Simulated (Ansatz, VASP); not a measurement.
# Two plane-wave programs on MnAs

```
As Mn
1.0
     3.63426    0.00000    0.00000
    -1.81713    3.14737    0.00000
     0.00000    0.00000    5.57482
As Mn
2 2
Direct
  0.66667 0.33333 0.75000
  0.33333 0.66667 0.25000
  0.00000 0.00000 0.50000
  0.00000 0.00000 0.00000
```

Alike in both runs: task single point; functional PBE; k mesh 8 × 8 × 5; occupations fermi-dirac, width 0.05 eV; collinear spin.

```csv
,VASP,Ansatz
version,VASP 6.6.1,Ansatz 0.2.0
potentials or method,"VASP PAW PBE potentials, release 64 (As, Mn_pv)",Ansatz PAW
plane-wave cutoff (eV),520,420
valence electrons in the cell,36,60
```

```csv
,VASP,Ansatz,Ansatz less VASP
gap on the k mesh at the Fermi level (eV),none,none,-
pressure (GPa),-0.6,-0.8,-0.13
"traceless stress, the component that is largest in VASP (GPa)",-0.98,-1.03,-0.050
net moment per atom (μB),1.39,1.40,+0.002
size of the moment on the site where the two differ most (μB),2.87,2.81,-0.057
```

Site moments also hang on the region over which each program counts them. A gap of «none» marks a metal or a gap that the smearing closes. The functional is the same, so the differences come from potentials, cutoffs and numerics. VASP's potentials hold 36 valence electrons a cell and Ansatz's 60, so a difference there can come from the potentials and not from the codes.
